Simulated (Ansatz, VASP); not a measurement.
# CsPbBr3 in VASP and in Ansatz

```
CELL_PARAMETERS angstrom
5.75017 0.00000 0.00000
0.00000 5.75017 0.00000
0.00000 0.00000 5.75017
ATOMIC_POSITIONS crystal
Pb 0.50000 0.50000 0.50000
Cs 0.00000 0.00000 0.00000
Br 0.50000 0.50000 0.00000
Br 0.50000 0.00000 0.50000
Br 0.00000 0.50000 0.50000
```

Alike in both runs: task single point; functional PBEsol; k mesh 5 × 5 × 5; occupations fermi-dirac, width 0.05 eV; no spin polarisation.

```csv
,VASP,Ansatz
version,VASP 6.6.1,Ansatz 0.2.0
potentials or method,"VASP PAW PBE potentials, release 64 (Pb_d, Cs_sv, Br)",Ansatz PAW
plane-wave cutoff (eV),520,420
valence electrons in the cell,44,44
```

```tsv
	VASP	Ansatz	Ansatz less VASP
gap on the k mesh at the Fermi level (eV)	2.47	2.47	-0.002
least direct gap on the mesh (eV)	2.47	2.47	-0.002
pressure (GPa)	1.5	1.5	0.00
```

VASP's potentials were made for PBE, not for PBEsol. The functional is the same, so the differences come from potentials, cutoffs and numerics.

Neither program's run includes spin-orbit coupling. Noted on Ansatz's run: odd divisions of the mesh miss points on the zone boundary, where band edges often lie, so the gap on the mesh can be too wide.
